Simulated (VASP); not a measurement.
Input of a VASP 6.6.1 run:

File INCAR:

```
SYSTEM = Cu2O
PREC = Accurate
ENCUT = 520
EDIFF = 1E-7
ISMEAR = -1
SIGMA = 0.02
LREAL = .False.
LASPH = .True.
NELM = 120
ALGO = Normal
ISIF = 2
LWAVE = .False.
LCHARG = .False.
GGA = PE
IBRION = 2
NSW = 80
EDIFFG = -0.02
GGA_COMPAT = .False.
NELMIN = 4
```

KPOINTS

```
regular mesh
0
Gamma
  7 7 7
  0 0 0
```

File POSCAR:

```
Cu2O
1.0
    4.2685000000      0.0000000000      0.0000000000
    0.0000000000      4.2685000000      0.0000000000
    0.0000000000      0.0000000000      4.2685000000
Cu O
4 2
Direct
    0.2500000000      0.2500000000      0.2500000000
    0.2500000000      0.7500000000      0.7500000000
    0.7500000000      0.7500000000      0.2500000000
    0.7500000000      0.2500000000      0.7500000000
    0.0000000000      0.0000000000      0.0000000000
    0.5000000000      0.5000000000      0.5000000000
```

Potentials or basis: VASP PAW PBE potentials, release 64 (Cu, O).

Launch:

```console
$ cat potpaw_PBE.64/Cu/POTCAR potpaw_PBE.64/O/POTCAR > POTCAR
$ mpirun -np 1 vasp_std > vasp.out
```

Estimate the band gap on the k mesh.

0.53 eV.

Final structure:
```xyz
6
Lattice="4.2685 0.0000 0.0000 0.0000 4.2685 0.0000 0.0000 0.0000 4.2685" Properties=species:S:1:pos:R:3 pbc="T T T"
Cu    1.0671    1.0671    1.0671
Cu    1.0671    3.2014    3.2014
Cu    3.2014    3.2014    1.0671
Cu    3.2014    1.0671    3.2014
O     0.0000    0.0000    0.0000
O     2.1343    2.1343    2.1343
```

Caveat: the relaxation stopped at its first step, so nothing moved; an odd mesh through Γ misses points on the zone boundary, where band edges can lie.
